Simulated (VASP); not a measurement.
Set up this calculation in VASP 6.6.1, as the native input.

* Task: single point
* Functional: PBEsol
* Potentials or basis: VASP PAW PBE potentials, release 64 (Fe, O)
* Cutoff: 520 eV
* k mesh: 11 × 11 × 11
* Occupations: fermi-dirac, width 0.05 eV
* Spin: collinear spin, ferromagnetic start
* Starting moments: [3.0, 0.0] μB
* Dipole correction: no
* Further INCAR settings: ALGO = Normal; EDIFF = 1e-06; NBANDS = 18

The structure of FeO lies in POSCAR:

```
FeO
1.0
    1.5188209023      0.8768916568      2.5195772846
   -1.5188209023      0.8768916568      2.5195772846
    0.0000000000     -1.7537833136      2.5195772846
Fe O
1 1
Direct
    0.0034910000      0.0005930000      0.0019330000
    0.4817370000      0.5186330000      0.4814880000
```

This cell differs from its parent crystal: atoms moved at random.

These files were run (other wordings do the same):

INCAR

```
  PREC = Accurate
  ENCUT = 520
  EDIFF = 1E-6
  ISMEAR = -1
  SIGMA = 0.05
  LREAL = False
  LASPH = True
  NELM = 150
  ALGO = Normal
  ISIF = 2
  LWAVE = False
  LCHARG = False
  ISPIN = 2
  MAGMOM = 3 0
  LORBIT = 11
  LMAXMIX = 4
  GGA = PS
  NBANDS = 18
```

KPOINTS

```
regular mesh
0
Gamma
  11 11 11
```

Potentials or basis: VASP PAW PBE potentials, release 64 (Fe, O).

Run with:

```bash
$ cat potpaw_PBE.64/Fe/POTCAR potpaw_PBE.64/O/POTCAR > POTCAR
$ mpirun -np 1 vasp_std > vasp.out
```

Results of the run:

```
Pressure                                              : -8.5 GPa
Largest force                                         : 0.239 eV/Å
Band gap on the k mesh                                : zero (filled and empty bands overlap)
Net moment                                            : 4.00 μB per cell
Site moments                                          : Fe +3.61; O +0.30 μB
Valence electrons inside the program's atomic spheres : Fe 6.74; O 4.96
```

Caveat: the cell differs from its parent crystal (atoms moved at random); the cell stands under tension; the PAW data sets were made with another functional, which shifts forces and pressure a little; a cell with one magnetic atom can't hold antiferromagnetic order, which such compounds often take; semilocal functionals often make such compounds metallic where correlation or magnetic order opens a gap, which also shifts bond lengths.

It took 3.4 min on 1 thread of Intel(R) Xeon(R) Platinum 8488C (Sapphire Rapids), with other jobs on the host, peak memory 0.45 GiB.
